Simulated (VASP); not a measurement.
# ZnS (F-43m) in VASP: single point with revPBE

Aim: the single point of ZnS with revPBE.

All numbers are computed with VASP 6.6.1; they aren't measurements. Logs are shortened: lines on timing, memory, paths and dates and some standing lists are left out, and cuts for length are marked.

### 1 The cell of the first run

It takes space group F-43m (No. 216, cubic). The conventional cell has a = 5.388 Å, b = 5.388 Å, c = 5.388 Å, α = 90.00°, β = 90.00°, γ = 90.00°. Zn (site symmetry -43m) has 4 S at 2.33 Å within 3.1 Å. Within 3.1 Å of S (site symmetry -43m) lie 4 Zn at 2.33 Å.

### 2 Single point, revPBE

File INCAR:

```
SYSTEM = ZnS
PREC = Accurate
ENCUT = 500
EDIFF = 1E-6
ISMEAR = 0
SIGMA = 0.02
LREAL = .False.
LASPH = .True.
NELM = 120
ALGO = Normal
ISIF = 2
LWAVE = .False.
LCHARG = .False.
GGA = RE
NBANDS = 16
GGA_COMPAT = .False.
```

File KPOINTS:

```
regular mesh
0
Gamma
  8 8 8
  0 0 0
```

File POSCAR:

```
ZnS
1.0
    0.0000000000      2.6942020188      2.6942020188
    2.6942020188      0.0000000000      2.6942020188
    2.6942020188      2.6942020188      0.0000000000
Zn S
1 1
Direct
    0.0000000000      0.0000000000      0.0000000000
    0.7500000000      0.7500000000      0.7500000000
```

Potentials or basis: VASP PAW PBE potentials, release 64 (Zn, S).

Run with:

```sh
cat potpaw_PBE.64/Zn/POTCAR potpaw_PBE.64/S/POTCAR > POTCAR
mpirun -np 1 vasp_std > vasp.out
```

OUTCAR:

```text
SYSTEM = ZnS
   PREC = Accurate
   ENCUT = 500
   EDIFF = 1E-6
   ISMEAR = 0
   LREAL = .False.
   LASPH = .True.
   NELM = 120
   ISIF = 2
   GGA = RE

 ion  position               nearest neighbor table
   1  0.000  0.000  0.000-   2 2.33   2 2.33   2 2.33   2 2.33
   2  0.750  0.750  0.750-   1 2.33   1 2.33   1 2.33   1 2.33

  LATTYP: Found a face centered cubic cell.
 ALAT       =     5.3884040376

  Lattice vectors:

 A1 = (   0.0000000000,   2.6942020188,   2.6942020188)
 A2 = (   2.6942020188,   0.0000000000,   2.6942020188)
 A3 = (   2.6942020188,   2.6942020188,   0.0000000000)

Analysis of symmetry for initial positions (statically):
=====================================================================
 Subroutine PRICEL returns:
 Original cell was already a primitive cell.

 Routine SETGRP: Setting up the symmetry group for a
 face centered cubic supercell.

 Subroutine GETGRP returns: Found 24 space group operations
 (whereof 24 operations were pure point group operations)
 out of a pool of 48 trial point group operations.

The static configuration has the point symmetry T_d .

Analysis of symmetry for dynamics (positions and initial velocities):
=====================================================================
 Subroutine PRICEL returns:
 Original cell was already a primitive cell.

 Routine SETGRP: Setting up the symmetry group for a
 face centered cubic supercell.

 Subroutine GETGRP returns: Found 24 space group operations
 (whereof 24 operations were pure point group operations)
 out of a pool of 48 trial point group operations.

The dynamic configuration has the point symmetry T_d .

 Subroutine INISYM returns: Found 24 space group operations
 (whereof 24 operations are pure point group operations),
 and found     1 'primitive' translations

----------------------------------------------------------------------------------------

                                     Primitive cell

  volume of cell :      39.1129

  direct lattice vectors                    reciprocal lattice vectors
     0.000000000  2.694202019  2.694202019    -0.185583708  0.185583708  0.185583708
     2.694202019  0.000000000  2.694202019     0.185583708 -0.185583708  0.185583708
     2.694202019  2.694202019  0.000000000     0.185583708  0.185583708 -0.185583708

  length of vectors
     3.810177035  3.810177035  3.810177035     0.321440411  0.321440411  0.321440411

  position of ions in fractional coordinates (direct lattice)
     0.000000000  0.000000000  0.000000000
     0.750000000  0.750000000  0.750000000

  ion indices of the primitive-cell ions
   primitive index   ion index
                 1           1
                 2           2

----------------------------------------------------------------------------------------

 KPOINTS: regular mesh

Automatic generation of k-mesh.
 Grid dimensions read from file:
 generate k-points for:    8    8    8

 Generating k-lattice:

  Cartesian coordinates                     Fractional coordinates (reciprocal lattice)
    -0.023197963  0.023197963  0.023197963     0.125000000  0.000000000  0.000000000
     0.023197963 -0.023197963  0.023197963     0.000000000  0.125000000  0.000000000
     0.023197963  0.023197963 -0.023197963     0.000000000  0.000000000  0.125000000

  Length of vectors
     0.040180051  0.040180051  0.040180051

  Shift w.r.t. Gamma in fractional coordinates (k-lattice)
     0.000000000  0.000000000  0.000000000

 Subroutine IBZKPT returns following result:
 ===========================================

 Found     29 irreducible k-points:

 Following reciprocal coordinates:
            Coordinates               Weight
  0.000000  0.000000  0.000000      1.000000
  0.125000  0.000000  0.000000      8.000000
  0.250000  0.000000  0.000000      8.000000
  0.375000  0.000000  0.000000      8.000000
  0.500000  0.000000  0.000000      4.000000
  0.125000  0.125000  0.000000      6.000000
[... 16 lines left out ...]
  0.500000  0.250000  0.125000     48.000000
 -0.375000  0.250000  0.125000     24.000000
 [... further k-points ...]
   k-points           NKPTS =     29   k-points in BZ     NKDIM =     29   number of bands    NBANDS=     16
   number of dos      NEDOS =    301   number of ions     NIONS =      2
   total plane-waves  NPLWV =  21952
   dimension x,y,z NGX =    28 NGY =   28 NGZ =   28
   dimension x,y,z NGXF=    56 NGYF=   56 NGZF=   56
   ions per type =               1   1
   NGX,Y,Z   is equivalent  to a cutoff of  12.22, 12.22, 12.22 a.u.
   NGXF,Y,Z  is equivalent  to a cutoff of  24.43, 24.43, 24.43 a.u.
 SYSTEM =  ZnS
   PREC   = accura    normal or accurate (medium, high low for compatibility)
   ISTART =      0    job   : 0-new  1-cont  2-samecut
   ICHARG =      2    charge: 1-file 2-atom 10-const
   ISPIN  =      1    spin polarized calculation?
   LNONCOLLINEAR =      F non collinear calculations
   LSORBIT =      F    spin-orbit coupling
   LASPH  =      T    aspherical Exc in radial PAW
   ENCUT  =  500.0 eV  36.75 Ry    6.06 a.u.   6.95  6.95  6.95*2*pi/ulx,y,z
   NELM   =    120;   NELMIN=  2; NELMDL= -5     # of ELM steps
   EDIFF  = 0.1E-05   stopping-criterion for ELM
   LREAL  =      F    real-space projection
   EDIFFG = 0.1E-04   stopping-criterion for IOM
   NSW    =      0    number of steps for IOM
   IBRION =     -1    ionic relax: 0-MD 1-quasi-New 2-CG
   NFREE  =      0    steps in history (QN), initial steepest desc. (CG)
   ISIF   =      2    stress and relaxation
   ISYM   =      2    0-nonsym 1-usesym 2-fastsym
   POTIM  = 0.5000    time-step for ionic-motion
   TEBEG  =    0.0;   TEEND  =   0.0 temperature during run
   PSTRESS=    0.0 pullay stress
   NELECT =      18.0000    total number of electrons
   NUPDOWN=      -1.0000    fix difference up-down
   EMIN   =  10.00;   EMAX   =-10.00  energy-range for DOS
   EFERMI =   0.00;   METHOD = LEGACY
   ISMEAR =     0;   SIGMA  =   0.02  broadening in eV -4-tet -1-fermi 0-gaus
   EFERMI_NEDOS =   21; number of points for ismear=-14 and -15
   IALGO  =     38    algorithm
   IMIX   =      4    mixing-type and parameters
     AMIX     =   0.40;   BMIX     =  1.00
     AMIX_MAG =   1.60;   BMIX_MAG =  1.00
  volume/ion in A,a.u.               =      19.56       131.97
  Fermi-wavevector in a.u.,A,eV,Ry     =   1.263937  2.388495 21.735815  1.597537
  Thomas-Fermi vector in A             =   2.397268
   LORBIT       =      0    0 simple, 1 ext, 2 COOP (PROOUT), +10 PAW based schemes
   GGA     = RE    functional components
   LHFCALC =     F    Hartree Fock is set to
   AEXX    =    0.0000 exact exchange contribution
   IVDW    =     0    specifies the selected vdW correction
   LEPSILON=     F    determine dielectric tensor
   LRPA    =     F    only Hartree local field effects (RPA)
 non-spin polarized calculation
 Gauss-broadening in eV      SIGMA  =   0.02
  energy-cutoff  :      500.00
  volume of cell :       39.11
 maximum number of plane-waves:      1003
   NGX = 13   NGY = 13   NGZ = 13

 number of electron      18.0000006 magnetization

 Free energy of the ion-electron system (eV)
  ---------------------------------------------------
  ext. energy  EPLUGINS =         0.00000000
  ---------------------------------------------------
  free energy    TOTEN  =        -6.25411432 eV

  energy without entropy =       -6.25411432  energy(sigma->0) =       -6.25411432

 E-fermi :   2.3800     XC(G=0):  -9.5112

 val. band max:        2.2708666065   @ k =   0.0000   0.0000   0.0000
 cond. band min:       4.5451061256   @ k =   0.0000   0.0000   0.0000
 fundamental gap:      2.2742395190
 Fermi energy:         2.3799514410

 k-point     1 :       0.0000    0.0000    0.0000
  band No.  band energies     occupation
      1     -10.9185      2.00000
      2      -4.0697      2.00000
      3      -4.0697      2.00000
      4      -4.0697      2.00000
      5      -3.5573      2.00000
      6      -3.5573      2.00000
[... 8 lines left out ...]
     15      14.0235      0.00000
     16      14.3840      0.00000

 k-point     2 :       0.1250    0.0000    0.0000
  band No.  band energies     occupation
      1     -10.8008      2.00000
      2      -4.0685      2.00000
      3      -4.0482      2.00000
      4      -4.0482      2.00000
      5      -3.5589      2.00000
      6      -3.5589      2.00000
[... 8 lines left out ...]
     15      13.4550      0.00000
     16      15.1546      0.00000

 k-point     3 :       0.2500    0.0000    0.0000
  band No.  band energies     occupation
      1     -10.4934      2.00000
      2      -4.0210      2.00000
      3      -4.0012      2.00000
      4      -4.0012      2.00000
      5      -3.5555      2.00000
      6      -3.5555      2.00000
[... 8 lines left out ...]
     15      13.2683      0.00000
     16      14.6747      0.00000

 k-point     4 :       0.3750    0.0000    0.0000
  band No.  band energies     occupation
      1     -10.1441      2.00000
      2      -3.9638      2.00000
      3      -3.9638      2.00000
      4      -3.8017      2.00000
      5      -3.5382      2.00000
      6      -3.5382      2.00000
[... 8 lines left out ...]
     15      14.3792      0.00000
     16      14.3792      0.00000
[... 324 lines left out ...]
 k-point    22 :       0.3750    0.2500    0.1250
  band No.  band energies     occupation
      1     -10.2523      2.00000
      2      -4.0469      2.00000
      3      -3.9342      2.00000
      4      -3.9071      2.00000
      5      -3.5798      2.00000
      6      -3.5181      2.00000
[... 8 lines left out ...]
     15      15.0829      0.00000
     16      17.5340      0.00000

 k-point    23 :       0.5000    0.2500    0.1250
  band No.  band energies     occupation
      1      -9.9602      2.00000
      2      -3.9570      2.00000
      3      -3.9025      2.00000
      4      -3.7580      2.00000
      5      -3.5389      2.00000
      6      -3.4840      2.00000
[... 8 lines left out ...]
     15      16.1385      0.00000
     16      16.6458      0.00000

 k-point    24 :      -0.3750    0.2500    0.1250
  band No.  band energies     occupation
      1      -9.8294      2.00000
      2      -3.9398      2.00000
      3      -3.8807      2.00000
      4      -3.6129      2.00000
      5      -3.5445      2.00000
      6      -3.2838      2.00000
[... 8 lines left out ...]
     15      15.8276      0.00000
     16      16.5895      0.00000

 [... further k-points ...]
[... 5 lines left out ...]
  --------------------------------------------------------------------------------------
  -------------------------------------------------------------------------------------
  Total        1.0540414      1.0540414      1.0540414      0.0000000      0.0000000      0.0000000
  in kB       43.1765360     43.1765360     43.1765360      0.0000000      0.0000000      0.0000000
  external PRESSURE =      43.1765360 kB  Pullay stress =       0.0000000 kB

 VOLUME and BASIS-vectors are now :
 -----------------------------------------------------------------------------
  energy-cutoff  :      500.00
  volume of cell :       39.11
      direct lattice vectors                 reciprocal lattice vectors
     0.000000000  2.694202019  2.694202019    -0.185583708  0.185583708  0.185583708
     2.694202019  0.000000000  2.694202019     0.185583708 -0.185583708  0.185583708
     2.694202019  2.694202019  0.000000000     0.185583708  0.185583708 -0.185583708

 POSITION                                       TOTAL-FORCE (eV/Angst)
 -----------------------------------------------------------------------------------
      0.00000      0.00000      0.00000         0.000000      0.000000      0.000000
      4.04130      4.04130      4.04130        -0.000000     -0.000000     -0.000000
 -----------------------------------------------------------------------------------
    total drift:                               -0.000001     -0.000001     -0.000000

  FREE ENERGIE OF THE ION-ELECTRON SYSTEM (eV)
  ---------------------------------------------------
  free  energy   TOTEN  =        -6.2541143184 eV

  energy  without entropy=       -6.2541143184  energy(sigma->0) =       -6.25411432
```

Run time: 26 s. Hardware: 1 thread of Intel Xeon 8259CL, shared host; peak memory 0.16 GiB.

Results:

```
Free energy            : -6.2541 eV
Pressure               : 4.3 GPa
Band gap on the k mesh : 2.27 eV
```

Caveat: the cell stands under pressure; the PAW data sets were made with another functional, which shifts forces and pressure a little.
